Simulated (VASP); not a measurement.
Here is a VASP 6.6.1 calculation.

INCAR

```
  PREC = Accurate
  ENCUT = 520
  EDIFF = 1E-7
  ISMEAR = 0
  SIGMA = 0.1
  LREAL = F
  LASPH = T
  NELM = 100
  ALGO = Normal
  ISIF = 2
  LWAVE = F
  LCHARG = F
  GGA = PE
  IVDW = 12
  NBANDS = 35
```

Contents of KPOINTS:

```
Automatic mesh
0
Gamma
  6 6 2
```

The input POSCAR:

```
SnO2
1.0
    3.2305756168      0.0000000000      0.0000000000
   -1.6152878084      2.7977605530      0.0000000000
    0.0000000000      0.0000000000     10.7905620000
Sn O
2 4
Direct
    0.0000000000      0.0000000000      0.5000000000
    0.0000000000      0.0000000000      0.0000000000
    0.6666666700      0.3333333300      0.4058620000
    0.6666666700      0.3333333300      0.0941380000
    0.3333333300      0.6666666700      0.5941380000
    0.3333333300      0.6666666700      0.9058620000
```

Potentials or basis: VASP PAW PBE potentials, release 64 (Sn_d, O).

Run with:

```console
$ cat potpaw_PBE.64/Sn_d/POTCAR potpaw_PBE.64/O/POTCAR > POTCAR
$ mpirun -np 1 vasp_std > vasp.out
```

(1) Estimate the pressure.

(2) Estimate the largest force.

(3) What does it give for the band gap on the k mesh?

Results:

(1) -1.5 GPa.

(2) 0.044 eV/Å.

(3) 2.11 eV (least direct gap 2.48 eV).

Caveat: spin-orbit coupling is left out, which moves the levels of the heavy elements.
